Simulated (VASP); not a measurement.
Write the native input for VASP 6.6.1 that does the following.

- Task: electric field gradients
- Functional: LDA
- Potentials or basis: VASP PAW LDA potentials, release 64 (W_sv)
- Cutoff: 520 eV
- k mesh: 14 × 14 × 14
- Occupations: fermi-dirac, width 0.05 eV
- Spin: no spin polarisation
- Dipole correction: no
- Further INCAR settings: ALGO = Normal; EDIFF = 1e-08; NBANDS = 13

The structure of W lies in POSCAR:

```
W
1.0
    0.0000000000      2.0025642044      2.0025642044
    2.0025642044      0.0000000000      2.0025642044
    2.0025642044      2.0025642044      0.0000000000
W
1
Direct
    0.0000000000      0.0000000000      0.0000000000
```

This cell differs from its parent crystal: volume scaled by 0.96.

The input as run:

INCAR

```
PREC     = Accurate       # precision mode
ENCUT    = 520            # plane-wave cutoff, eV
EDIFF    = 1E-8           # SCF threshold, eV
ISMEAR   = -1             # smearing method
SIGMA    = 0.05           # smearing width, eV
LREAL    = F              # projectors in reciprocal space
LASPH    = T              # aspherical terms in the spheres
NELM     = 100            # most SCF steps
ALGO     = Normal         # electronic algorithm
ISIF     = 2              # what is computed and relaxed
LWAVE    = F              # write WAVECAR
LCHARG   = F              # write CHGCAR
LEFG     = T            
NBANDS   = 13             # bands
```

KPOINTS

```
Automatic mesh
0
Gamma
  14 14 14
```

Potentials or basis: VASP PAW LDA potentials, release 64 (W_sv).

The run is started by

```bash
$ cat potpaw_LDA.64/W_sv/POTCAR > POTCAR
$ mpirun -np 1 vasp_std > vasp.out
```

Results of the run:

The pressure is -5.4 GPa and the band gap on the k mesh is zero (band 7 reaches 13.97 eV, above the bottom of band 8 at 10.04 eV).

Caveat: without QUAD_EFG the Cq values of the log hold for a quadrupole moment of 1 mb, not for the nuclei; spin-orbit coupling is left out, which moves the levels of the heavy elements.

Wall time 12 s on 1 thread of Intel(R) Xeon(R) Platinum 8259CL CPU @ 2.50GHz (Skylake/Cascade Lake), on a shared host, peak memory 0.14 GiB.
